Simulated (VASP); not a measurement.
Wanted: the native input for a VASP 6.6.1 run.

```
Task                   : single point
Functional             : PBEsol
Potentials or basis    : VASP PAW PBE potentials, release 64 (Ga_d, N)
Cutoff                 : 520 eV
k mesh                 : 4 × 4 × 4
Occupations            : gaussian, width 0.01 eV
Spin                   : no spin polarisation
Dipole correction      : no
Further INCAR settings : ALGO = Normal; EDIFF = 1e-06; NBANDS = 16
```

The structure of GaN lies in POSCAR:

```
GaN
1.0
    3.1801749816      0.0000000000      0.0000000000
    1.5900874908      2.7541123225      0.0000000000
    1.5900874908      0.9180374408      2.5966019992
Ga N
1 1
Direct
    0.0000000000      0.0000000000      0.0000000000
    0.7500000000      0.7500000000      0.7500000000
```

One way to write it, as run:

INCAR

```
PREC = Accurate
ENCUT = 520
EDIFF = 1E-6
ISMEAR = 0
SIGMA = 0.01
LREAL = F
LASPH = T
NELM = 60
ALGO = Normal
ISIF = 2
LWAVE = F
LCHARG = F
GGA = PS
NBANDS = 16
```

KPOINTS

```
Automatic mesh
0
Gamma
  4 4 4
```

Potentials or basis: VASP PAW PBE potentials, release 64 (Ga_d, N).

Launch:

```console
$ cat potpaw_PBE.64/Ga_d/POTCAR potpaw_PBE.64/N/POTCAR > POTCAR
$ mpirun -np 1 vasp_std > vasp.out
```

Results of the run:

```json
{"Pressure": "-0.2 GPa", "Band gap on the k mesh": "1.70 eV, direct"}
```

Caveat: the k points lie up to 0.60 Å⁻¹ apart; the PAW data sets were made with another functional, which shifts forces and pressure a little.

Wall time 2.8 s on 1 thread of AMD EPYC 9R45 96-Core Processor (Zen 5) (shared host), peak memory 0.1 GiB.
